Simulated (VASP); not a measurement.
Set up this calculation in VASP 6.6.1, as the native input.

| Property | Result |
| --- | --- |
| Task | single point |
| Functional | PBEsol |
| Potentials or basis | VASP PAW PBE potentials, release 64 (Li_sv) |
| Cutoff | 520 eV |
| k mesh | 18 × 18 × 18 |
| Occupations | fermi-dirac, width 0.08 eV |
| Spin | no spin polarisation |
| Dipole correction | no |
| Further INCAR settings | ALGO = Normal; EDIFF = 1e-06; NBANDS = 8 |

The structure of Li lies in POSCAR:

```
Li
1.0
    0.0000000000      1.8157393606      1.8157393606
    1.8157393606      0.0000000000      1.8157393606
    1.8157393606      1.8157393606      0.0000000000
Li
1
Direct
    0.0000000000      0.0000000000      0.0000000000
```

The input as run:

INCAR

```
ALGO = Normal ; EDIFF = 1E-6
ENCUT = 520 ; GGA = PS
ISIF = 2 ; ISMEAR = -1
LASPH = T ; LCHARG = T
LELF = T ; LREAL = F
LVHAR = T ; LWAVE = F
NBANDS = 8 ; NELM = 80
PREC = Accurate ; SIGMA = 0.08
```

KPOINTS

```
k-points
0
Gamma
  18 18 18
```

Potentials or basis: VASP PAW PBE potentials, release 64 (Li_sv).

The run is started by

```console
$ cat potpaw_PBE.64/Li_sv/POTCAR > POTCAR
$ mpirun -np 1 vasp_std > vasp.out
```

Run time: 8.6 s on 1 thread of Intel(R) Xeon(R) 6975P-C (Granite Rapids), on a shared host, peak memory 0.12 GiB.
